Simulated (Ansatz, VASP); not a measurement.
**One calculation of CuI, two programs**

```xyz
2
Lattice="0.0000 2.9854 2.9854 2.9854 0.0000 2.9854 2.9854 2.9854 0.0000" Properties=species:S:1:pos:R:3 pbc="T T T"
Cu    1.4927    1.4927    1.4927
I     0.0000    0.0000    0.0000
```

Alike in both runs: functional PBE; dispersion D3(BJ); k mesh 8 × 8 × 8; occupations gaussian, width 0.02 eV; no spin polarisation.

Ansatz relaxed the structure, and its values are those at the end. VASP's run is a single point on that final structure, the one shown.

```csv
,VASP,Ansatz
version,VASP 6.6.1,Ansatz 0.2.0
potentials or method,"VASP PAW PBE potentials, release 64 (Cu, I), cutoff 520 eV","scalar-relativistic, plane waves, PAW"
valence electrons in the cell,18,36
```

```csv
,VASP,Ansatz,Ansatz less VASP
gap on the k mesh at the Fermi level (eV),1.27,1.25,-0.024
least direct gap on the mesh (eV),1.27,1.25,-0.024
pressure (GPa),0.0,0.0,0.00
```

VASP's potentials hold 18 valence electrons a cell and Ansatz's 36, so a difference there can come from the potentials and not from the codes.

Spin-orbit coupling is off throughout.
